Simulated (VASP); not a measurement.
NbPdSe3, 5 atoms in the cell. The structure is cubic, space group Pm-3m (No. 221). The conventional cell has a = 4.830 Å, b = 4.830 Å, c = 4.830 Å, α = 90.00°, β = 90.00°, γ = 90.00°. Within 4.5 Å of Nb (site symmetry m-3m) lie 12 Se at 3.42 Å and 8 Pd at 4.18 Å. Pd (site symmetry m-3m) has 6 Se at 2.41 Å within 3.2 Å. Se (site symmetry 4/mmm) has 2 Pd at 2.41 Å within 3.2 Å. The cell was generated, and may not be a known phase.

```yaml
Program: VASP 6.6.1
Task: single point
Functional: PBE
Potentials_or_basis: VASP PAW PBE potentials, release 64 (Nb_sv, Pd, Se)
Cutoff: 520 eV
k_mesh: 8 × 8 × 8
Occupations: gaussian, width 0.1 eV
Spin: no spin polarisation
Dipole_correction: no
Further_INCAR_settings: ALGO = Normal; EDIFF = 1e-07; NBANDS = 28
```

Potentials or basis: VASP PAW PBE potentials, release 64 (Nb_sv, Pd, Se).

Command:

```console
$ cat potpaw_PBE.64/Nb_sv/POTCAR potpaw_PBE.64/Pd/POTCAR potpaw_PBE.64/Se/POTCAR > POTCAR
$ mpirun -np 1 vasp_std > vasp.out
```

Hardware: 1 thread of Intel Xeon 8259CL, on a shared host.

Question: Estimate the wall time of this run.

Answer: It took 2.7 min on 1 thread of Intel Xeon 8259CL, with other jobs on the host, peak memory 0.28 GiB. Counts: scf iterations 17, k points 35.
